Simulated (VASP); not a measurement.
Input of a VASP 6.6.1 run:

Contents of INCAR:

```
SYSTEM = Ir
PREC     = Accurate       ! precision mode
ENCUT    = 520            ! plane-wave cutoff, eV
EDIFF    = 1E-6           ! SCF threshold, eV
ISMEAR   = 0              ! smearing method
SIGMA    = 0.15           ! smearing width, eV
LREAL    = .FALSE.        ! projectors in reciprocal space
LASPH    = .TRUE.         ! aspherical terms in the spheres
NELM     = 60             ! most SCF steps
ALGO     = Fast           ! electronic algorithm
ISIF     = 2              ! what is computed and relaxed
LWAVE    = .FALSE.        ! write WAVECAR
LCHARG   = .FALSE.        ! write CHGCAR
GGA      = CA             ! functional
NBANDS   = 10             ! bands
```

KPOINTS

```
regular mesh
0
G
  20 20 20
  0 0 0
```

POSCAR

```
Ir
1.0
   -0.1571959003      1.9054048527      1.9054048527
    1.7482089524      0.0000000000      1.7482089524
    1.9054048527      1.9054048527     -0.1571959003
Ir
1
Direct
    0.0000000000      0.0000000000      0.0000000000
```

Potentials or basis: VASP PAW LDA potentials, release 64 (Ir).

Run with:

```bash
$ cat potpaw_LDA.64/Ir/POTCAR > POTCAR
$ mpirun -np 1 vasp_std > vasp.out
```

(1) What does it give for the pressure?

(2) Predict the band gap on the k mesh.

Answers

(1) 17.5 GPa.

(2) zero (an odd number of electrons rules out a gap without spin polarisation).

Caveat: the cell differs from its parent crystal (engineering shear strain xz -0.1650, engineering shear strain yz +0.0000); the cell stands under pressure; spin-orbit coupling is left out, which moves the levels of the heavy elements.
